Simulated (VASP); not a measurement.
Runs of VASP 6.6.1 on Na3LiB5. The structure is that of space group P-62m (No. 189), or close to it. The cells are those of the table. 

```tsv
task	cell	k mesh	cutoff (eV)	gap on the mesh (eV)	largest force (eV/Å)
single point	a = 5.584, b = 5.584, c = 4.348 Å, angles 90.0, 90.0, 120.0°, 9 atoms	6 × 6 × 4	520	none	0.03
single point	a = 5.581, b = 5.581, c = 4.352 Å, angles 90.0, 90.0, 120.0°, 9 atoms	12 × 12 × 10	520	none	0.01
single point	a = 5.584, b = 5.584, c = 4.348 Å, angles 90.0, 90.0, 120.0°, 9 atoms	3 × 3 × 6	520	none	(a)
single point	a = 5.818, b = 5.818, c = 3.580 Å, angles 90.0, 90.0, 120.0°, 9 atoms	3 × 3 × 6	520	none	0.93
relaxation of cell and atoms	relaxed from a = 5.584, b = 5.584, c = 4.348 Å, angles 90.0, 90.0, 120.0°, 9 atoms	6 × 6 × 4	600	none	0.03
```

Alike in all rows: level PBE; potentials or basis VASP PAW PBE potentials, release 64 (Na_pv, Li_sv, B); no spin polarisation; smearing gaussian 0.1 eV.

**Question.** Estimate the missing entries.

**Answer.** (a) 0.02.

Caveats: some runs use coarse meshes; the relaxation stopped at its first step, so nothing moved (some runs).

A gap of «none» marks levels without a gap at the run's occupations.
